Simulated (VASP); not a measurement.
# SiO2 (P4_2/mnm) in VASP: notebook

The runs below take SiO2 through single point, with r2SCAN.

All numbers are computed with VASP 6.6.1; they aren't measurements. Logs are shortened: lines on timing, memory, paths and dates and some standing lists are left out, and cuts for length are marked.

### Step 1. The cell of the first run

The structure is tetragonal, space group P4_2/mnm (No. 136). The conventional cell has a = 4.269 Å, b = 4.269 Å, c = 2.643 Å, α = 90.00°, β = 90.00°, γ = 90.00°. Si (site symmetry mmm) has 6 O at 1.76 to 1.86 Å within 2.3 Å. O (site symmetry m2m) has 3 Si at 1.76 to 1.86 Å and 1 O at 2.31 Å within 2.4 Å.

### Step 2. Single point, r2SCAN (epitaxial xy strain +2.0%)

POSCAR

```
SiO2
1.0
    4.2688925746      0.0000000000      0.0000000000
    0.0000000000      4.2688925746      0.0000000000
    0.0000000000      0.0000000000      2.6433225670
Si O
2 4
Direct
    0.0000000000      0.0000000000      0.0000000000
    0.5000000000      0.5000000000      0.5000000000
    0.3085227988      0.3085227988      0.0000000000
    0.1914772012      0.8085227988      0.5000000000
    0.8085227988      0.1914772012      0.5000000000
    0.6914772012      0.6914772012      0.0000000000
```

INCAR.step1

```
SYSTEM = SiO2
ALGO = Normal ; EDIFF = 1E-4
ENCUT = 520 ; GGA = PE
ISMEAR = 0 ; LASPH = .TRUE.
LCHARG = .FALSE. ; LREAL = .FALSE.
LWAVE = .TRUE. ; NBANDS = 25
NELM = 80 ; PREC = Accurate
SIGMA = 0.01
```

INCAR.step2

```
SYSTEM = SiO2
ALGO = Normal ; EDIFF = 1E-7
ENCUT = 520 ; ISIF = 2
ISMEAR = 0 ; ISTART = 1
LASPH = .TRUE. ; LCHARG = .FALSE.
LMIXTAU = .TRUE. ; LREAL = .FALSE.
LWAVE = .FALSE. ; METAGGA = R2SCAN
NBANDS = 25 ; NELM = 80
PREC = Accurate ; SIGMA = 0.01
```

KPOINTS

```
k-points
0
G
  6 6 10
  0 0 0
```

Potentials or basis: VASP PAW PBE potentials, release 64 (Si, O).

Launch:

```
$ cat potpaw_PBE.64/Si/POTCAR potpaw_PBE.64/O/POTCAR > POTCAR
$ cp INCAR.step1 INCAR
$ mpirun -np 1 vasp_std > vasp.out
$ cp INCAR.step2 INCAR
$ mpirun -np 1 vasp_std > vasp.out
```

OUTCAR:

```text
SYSTEM = SiO2
   EDIFF = 1E-7
   ENCUT = 520
   ISIF = 2
   ISMEAR = 0
   ISTART = 1
   LASPH = .TRUE.
   LREAL = .FALSE.
   METAGGA = R2SCAN
   NELM = 80
   PREC = Accurate

 ion  position               nearest neighbor table
   1  0.000  0.000  0.000-   4 1.76   5 1.76   4 1.76   5 1.76   3 1.86   6 1.86
   2  0.500  0.500  0.500-   3 1.76   6 1.76   3 1.76   6 1.76   5 1.86   4 1.86
   3  0.309  0.309  0.000-   2 1.76   2 1.76   1 1.86
   4  0.191  0.809  0.500-   1 1.76   1 1.76   2 1.86
   5  0.809  0.191  0.500-   1 1.76   1 1.76   2 1.86
   6  0.691  0.691  0.000-   2 1.76   2 1.76   1 1.86

  LATTYP: Found a simple tetragonal cell.
 ALAT       =     4.2688925746
 C/A-ratio  =     0.6192056888

  Lattice vectors:

 A1 = (   4.2688925746,   0.0000000000,   0.0000000000)
 A2 = (   0.0000000000,   4.2688925746,   0.0000000000)
 A3 = (   0.0000000000,   0.0000000000,   2.6433225670)

Analysis of symmetry for initial positions (statically):
=====================================================================
 Subroutine PRICEL returns:
 Original cell was already a primitive cell.

 Routine SETGRP: Setting up the symmetry group for a
 simple tetragonal supercell.

 Subroutine GETGRP returns: Found 16 space group operations
 (whereof  8 operations were pure point group operations)
 out of a pool of 16 trial point group operations.

The static configuration has the point symmetry D_2h.
 The point group associated with its full space group is D_4h.

Analysis of symmetry for dynamics (positions and initial velocities):
=====================================================================
 Subroutine PRICEL returns:
 Original cell was already a primitive cell.

 Routine SETGRP: Setting up the symmetry group for a
 simple tetragonal supercell.

 Subroutine GETGRP returns: Found 16 space group operations
 (whereof  8 operations were pure point group operations)
 out of a pool of 16 trial point group operations.

The dynamic configuration has the point symmetry D_2h.
 The point group associated with its full space group is D_4h.

 Subroutine INISYM returns: Found 16 space group operations
 (whereof  8 operations are pure point group operations),
 and found     1 'primitive' translations

----------------------------------------------------------------------------------------

                                     Primitive cell

  volume of cell :      48.1704

[... 100 lines left out ...]
   IBRION =     -1    ionic relax: 0-MD 1-quasi-New 2-CG
   NFREE  =      0    steps in history (QN), initial steepest desc. (CG)
   ISIF   =      2    stress and relaxation
   ISYM   =      2    0-nonsym 1-usesym 2-fastsym
   POTIM  = 0.5000    time-step for ionic-motion
   TEBEG  =    0.0;   TEEND  =   0.0 temperature during run
   PSTRESS=    0.0 pullay stress
   NELECT =      32.0000    total number of electrons
   NUPDOWN=      -1.0000    fix difference up-down
   EMIN   =  10.00;   EMAX   =-10.00  energy-range for DOS
   EFERMI =   0.00;   METHOD = LEGACY
   ISMEAR =     0;   SIGMA  =   0.01  broadening in eV -4-tet -1-fermi 0-gaus
   EFERMI_NEDOS =   21; number of points for ismear=-14 and -15
   IALGO  =     38    algorithm
   IMIX   =      4    mixing-type and parameters
     AMIX     =   0.40;   BMIX     =  1.00
     AMIX_MAG =   1.60;   BMIX_MAG =  1.00
  volume/ion in A,a.u.               =       8.03        54.18
  Fermi-wavevector in a.u.,A,eV,Ry     =   1.428449  2.699376 27.762217  2.040465
  Thomas-Fermi vector in A             =   2.548509
   LORBIT       =      0    0 simple, 1 ext, 2 COOP (PROOUT), +10 PAW based schemes
   METAGGA = R2SCAN    functional components
   LHFCALC =     F    Hartree Fock is set to
   AEXX    =    0.0000 exact exchange contribution
   IVDW    =     0    specifies the selected vdW correction
   LEPSILON=     F    determine dielectric tensor
   LRPA    =     F    only Hartree local field effects (RPA)
 non-spin polarized calculation
 Gauss-broadening in eV      SIGMA  =   0.01
  energy-cutoff  :      520.00
  volume of cell :       48.17
 maximum number of plane-waves:      1324
 NGX is ok and might be reduce to    32
   NGX = 15   NGY = 15   NGZ =  9

 number of electron      31.9999995 magnetization

 Free energy of the ion-electron system (eV)
  ---------------------------------------------------
  ext. energy  EPLUGINS =         0.00000000
  ---------------------------------------------------
  free energy    TOTEN  =       -58.72616044 eV

  energy without entropy =      -58.72616044  energy(sigma->0) =      -58.72616044

 E-fermi :   7.3656     XC(G=0): -12.6875

 val. band max:        7.2832497121   @ k =   0.0000   0.0000   0.0000
 cond. band min:      13.4660542180   @ k =   0.0000   0.0000   0.0000
 fundamental gap:      6.1828045058
 Fermi energy:         7.3656384565

 k-point     1 :       0.0000    0.0000    0.0000
  band No.  band energies     occupation
      1     -15.9413      2.00000
      2     -12.5213      2.00000
      3     -12.5213      2.00000
      4     -12.4672      2.00000
      5      -3.3752      2.00000
      6       0.9122      2.00000
[... 661 lines left out ...]
     24      21.1361      0.00000
     25      22.3811      0.00000

 [... further k-points ...]

------------------------ aborting loop because EDIFF is reached ----------------------------------------

  FORCE on cell =-STRESS in cart. coord.  units (eV):
  Direction    XX          YY          ZZ          XY          YZ          ZX
  --------------------------------------------------------------------------------------
  -------------------------------------------------------------------------------------
  Total       -2.8708844     -2.8708844      0.3324157      0.0000000      0.0000000      0.0000000
  in kB      -95.4873122    -95.4873122     11.0563419      0.0000000      0.0000000      0.0000000
  external PRESSURE =     -59.9727608 kB  Pullay stress =       0.0000000 kB

 VOLUME and BASIS-vectors are now :
 -----------------------------------------------------------------------------
  energy-cutoff  :      520.00
  volume of cell :       48.17
      direct lattice vectors                 reciprocal lattice vectors
     4.268892575  0.000000000  0.000000000     0.234252791  0.000000000  0.000000000
     0.000000000  4.268892575  0.000000000     0.000000000  0.234252791  0.000000000
     0.000000000  0.000000000  2.643322567     0.000000000  0.000000000  0.378311755

 POSITION                                       TOTAL-FORCE (eV/Angst)
 -----------------------------------------------------------------------------------
      0.00000      0.00000      0.00000         0.000000      0.000000      0.000000
      2.13445      2.13445      1.32166         0.000000      0.000000      0.000000
      1.31705      1.31705      0.00000        -0.019372     -0.019372      0.000000
      0.81740      3.45150      1.32166         0.019372     -0.019372      0.000000
      3.45150      0.81740      1.32166        -0.019372      0.019372      0.000000
      2.95184      2.95184      0.00000         0.019372      0.019372      0.000000
 -----------------------------------------------------------------------------------
    total drift:                                0.000000     -0.000000      0.000000

  FREE ENERGIE OF THE ION-ELECTRON SYSTEM (eV)
  ---------------------------------------------------
  free  energy   TOTEN  =       -58.7261604390 eV

  energy  without entropy=      -58.7261604390  energy(sigma->0) =      -58.72616044
```

OSZICAR.step1:

```text
N       E                     dE             d eps       ncg     rms          rms(c)
DAV:   1     0.135067399552E+03    0.13507E+03   -0.17554E+04  3024   0.123E+03
DAV:   2    -0.439311071242E+02   -0.17900E+03   -0.17176E+03  3763   0.278E+02
DAV:   3    -0.508260722423E+02   -0.68950E+01   -0.68627E+01  4007   0.521E+01
DAV:   4    -0.508716058922E+02   -0.45534E-01   -0.45520E-01  3512   0.493E+00
DAV:   5    -0.508719838744E+02   -0.37798E-03   -0.37791E-03  3999   0.423E-01    0.172E+01
DAV:   6    -0.462208510829E+02    0.46511E+01   -0.13211E+01  3777   0.243E+01    0.784E+00
DAV:   7    -0.462630220031E+02   -0.42171E-01   -0.72505E-01  3731   0.496E+00    0.290E+00
DAV:   8    -0.462761285501E+02   -0.13107E-01   -0.25530E-02  3778   0.140E+00    0.108E+00
DAV:   9    -0.462827412944E+02   -0.66127E-02   -0.97285E-03  3791   0.839E-01    0.262E-01
DAV:  10    -0.462829626062E+02   -0.22131E-03   -0.59744E-04  3861   0.175E-01    0.481E-02
DAV:  11    -0.462829406026E+02    0.22004E-04   -0.90567E-05  2513   0.712E-02
   1 F= -.46282941E+02 E0= -.46282941E+02  d E =-.681585E-28
```

Wall time 67 s (1 thread of Intel Xeon 6975P-C (Granite Rapids), shared host); peak memory 0.18 GiB.

Results:

| Quantity | Value |
| --- | --- |
| Free energy | -58.7262 eV |
| Pressure | -6.0 GPa |
| Largest force | 0.027 eV/Å |
| Band gap on the k mesh | 6.18 eV |

Forces in eV/Å, atoms in the order of the input:
```
Si   0.000  0.000  0.000
Si   0.000  0.000  0.000
O   -0.019 -0.019  0.000
O    0.019 -0.019  0.000
O   -0.019  0.019  0.000
O    0.019  0.019  0.000
```

Caveat: the cell differs from its parent crystal (epitaxial xy strain +2.0%); the cell stands under tension; the PAW data sets were made with another functional, which shifts forces and pressure a little.

### Step 3. Single point, r2SCAN (epitaxial xy strain +3.0%)

POSCAR

```
SiO2
1.0
    4.3107444626      0.0000000000      0.0000000000
    0.0000000000      4.3107444626      0.0000000000
    0.0000000000      0.0000000000      2.6318110664
Si O
2 4
Direct
    0.0000000000      0.0000000000      0.0000000000
    0.5000000000      0.5000000000      0.5000000000
    0.3099557583      0.3099557583      0.0000000000
    0.1900442417      0.8099557583      0.5000000000
    0.8099557583      0.1900442417      0.5000000000
    0.6900442417      0.6900442417      0.0000000000
```

INCAR.step1

```
PREC = Accurate ; ENCUT = 520
ISMEAR = 0 ; SIGMA = 0.01
LREAL = False ; LASPH = True
NELM = 80 ; NBANDS = 25
GGA = PE ; ALGO = Normal
EDIFF = 1E-4 ; LWAVE = True
LCHARG = False
```

INCAR.step2

```
PREC = Accurate ; ENCUT = 520
EDIFF = 1E-6 ; ISMEAR = 0
SIGMA = 0.01 ; LREAL = False
LASPH = True ; NELM = 80
ALGO = Normal ; ISIF = 2
LWAVE = False ; LCHARG = False
METAGGA = R2SCAN ; LMIXTAU = True
NBANDS = 25 ; ISTART = 1
```

KPOINTS

```
regular mesh
0
Gamma
  6 6 10
```

Potentials or basis: VASP PAW PBE potentials, release 64 (Si, O).

Launch:

```
$ cat potpaw_PBE.64/Si/POTCAR potpaw_PBE.64/O/POTCAR > POTCAR
$ cp INCAR.step1 INCAR
$ mpirun -np 1 vasp_std > vasp.out
$ cp INCAR.step2 INCAR
$ mpirun -np 1 vasp_std > vasp.out
```

It took 60 s on 1 thread of Intel Xeon 6975P-C (Granite Rapids), shared host; peak memory 0.19 GiB.

Results (log left out):

| Quantity | Value |
| --- | --- |
| Free energy | -58.6575 eV |
| Pressure | -8.5 GPa |
| Largest force | 0.031 eV/Å |
| Band gap on the k mesh | 6.04 eV |

Forces in eV/Å, atoms in the order of the input:
```
Si   0.000  0.000  0.000
Si   0.000  0.000  0.000
O   -0.022 -0.022  0.000
O    0.022 -0.022  0.000
O   -0.022  0.022  0.000
O    0.022  0.022  0.000
```

Stress tensor (GPa, compression positive):
```
-13.27   0.00   0.00
  0.00 -13.27   0.00
  0.00   0.00   1.12
```

Levels at points of the mesh, in eV from the valence-band top:
```
           k point  band 13  band 14  band 15  band 16  band 17  band 18  band 19  band 20
(0.00, 0.00, 0.00)    -2.40    -0.82    -0.82     0.00     6.04     8.08     9.80     9.80
(0.50, 0.00, 0.00)    -2.47    -2.47    -1.09    -1.09     8.46     8.46    10.38    10.38
(0.50, 0.50, 0.00)    -2.28    -2.28    -2.23    -2.23     8.18     8.18    11.10    11.10
(0.00, 0.00, 0.50)    -2.65    -2.65    -2.56    -2.56     9.59     9.59    12.64    12.64
(0.50, 0.00, 0.50)    -2.23    -2.23    -1.63    -1.63     9.45     9.45    10.06    10.06
(0.50, 0.50, 0.50)    -1.85    -1.85    -1.43    -1.43     7.83     7.83    11.32    11.32
```

Caveat: the cell differs from its parent crystal (epitaxial xy strain +3.0%); the cell stands under tension; the PAW data sets were made with another functional, which shifts forces and pressure a little.

### Step 4. Single point, r2SCAN (epitaxial xy strain +4.0%)

POSCAR

```
SiO2
1.0
    4.3525963506      0.0000000000      0.0000000000
    0.0000000000      4.3525963506      0.0000000000
    0.0000000000      0.0000000000      2.6210924487
Si O
2 4
Direct
    0.0000000000      0.0000000000      0.0000000000
    0.5000000000      0.5000000000      0.5000000000
    0.3115103669      0.3115103669      0.0000000000
    0.1884896331      0.8115103669      0.5000000000
    0.8115103669      0.1884896331      0.5000000000
    0.6884896331      0.6884896331      0.0000000000
```

INCAR.step1

```
PREC = Accurate
ENCUT = 520
ISMEAR = 0
SIGMA = 0.01
LREAL = F
LASPH = T
NELM = 100
NBANDS = 25
GGA = PE
ALGO = Normal
EDIFF = 1E-4
LWAVE = T
LCHARG = F
```

INCAR.step2

```
PREC = Accurate
ENCUT = 520
EDIFF = 1E-7
ISMEAR = 0
SIGMA = 0.01
LREAL = F
LASPH = T
NELM = 100
ALGO = Normal
ISIF = 2
LWAVE = F
LCHARG = F
METAGGA = R2SCAN
LMIXTAU = T
NBANDS = 25
ISTART = 1
```

KPOINTS is that of step 3.

Launch:

```
$ cat potpaw_PBE.64/Si/POTCAR potpaw_PBE.64/O/POTCAR > POTCAR
$ cp INCAR.step1 INCAR
$ mpirun -np 1 vasp_std > vasp.out
$ cp INCAR.step2 INCAR
$ mpirun -np 1 vasp_std > vasp.out
```

It took 67 s on 1 thread of Intel Xeon 6975P-C (Granite Rapids), shared host; peak memory 0.19 GiB.

The run converged. Its results:

* Free energy: -58.5685 eV
* Pressure: -10.4 GPa
* Largest force: 0.035 eV/Å
* Band gap on the k mesh: 5.92 eV

Forces on the atoms (eV/Å):
```
Si   0.000  0.000  0.000
Si   0.000  0.000  0.000
O   -0.025 -0.025  0.000
O    0.025 -0.025  0.000
O   -0.025  0.025  0.000
O    0.025  0.025  0.000
```

Stress tensor (GPa, compression positive):
```
-16.25   0.00   0.00
  0.00 -16.25   0.00
  0.00   0.00   1.17
```

Levels at points of the mesh, in eV from the valence-band top:
| k point | band 12 | band 13 | band 14 | band 15 | band 16 | band 17 | band 18 | band 19 | band 20 | band 21 |
| --- | --- | --- | --- | --- | --- | --- | --- | --- | --- | --- |
| (0.00, 0.00, 0.00) | -2.69 | -2.35 | -0.79 | -0.79 | 0.00 | 5.92 | 8.22 | 9.89 | 9.89 | 12.19 |
| (0.50, 0.00, 0.00) | -3.48 | -2.38 | -2.38 | -1.10 | -1.10 | 8.38 | 8.38 | 10.50 | 10.50 | 11.22 |
| (0.50, 0.50, 0.00) | -2.77 | -2.18 | -2.18 | -2.13 | -2.13 | 8.11 | 8.11 | 11.11 | 11.11 | 12.83 |
| (0.00, 0.00, 0.50) | -4.15 | -2.50 | -2.50 | -2.49 | -2.49 | 9.44 | 9.44 | 12.25 | 12.25 | 13.37 |
| (0.50, 0.00, 0.50) | -3.50 | -2.19 | -2.19 | -1.56 | -1.56 | 9.36 | 9.36 | 9.82 | 9.82 | 13.02 |
| (0.50, 0.50, 0.50) | -4.08 | -1.86 | -1.86 | -1.36 | -1.36 | 7.77 | 7.77 | 11.08 | 11.08 | 12.84 |

Caveat: the cell differs from its parent crystal (epitaxial xy strain +4.0%); the cell stands under tension; the PAW data sets were made with another functional, which shifts forces and pressure a little. A k mesh can miss the band edges.

### Step 5. Overview

| cell | gap on the mesh (eV) | pressure (GPa) | largest force (eV/Å) |
| --- | --- | --- | --- |
| a = 4.269, b = 4.269, c = 2.643 Å, 6 atoms, atomic positions A | 6.18 | -6.0 | 0.03 |
| a = 4.311, b = 4.311, c = 2.632 Å, 6 atoms, atomic positions A | 6.04 | -8.5 | 0.03 |
| a = 4.353, b = 4.353, c = 2.621 Å, 6 atoms, atomic positions B | 5.92 | -10.4 | 0.03 |

Alike in all rows: task single point; level r2SCAN; potentials or basis VASP PAW PBE potentials, release 64 (Si, O); no spin polarisation; k mesh 6 × 6 × 10; cutoff (eV) 520; smearing gaussian 0.01 eV.

Caveats: the cell stands under tension; the PAW data sets were made with another functional, which shifts forces and pressure a little.

Total energies depend on the potentials used, so only differences within one code and one set of settings carry meaning.
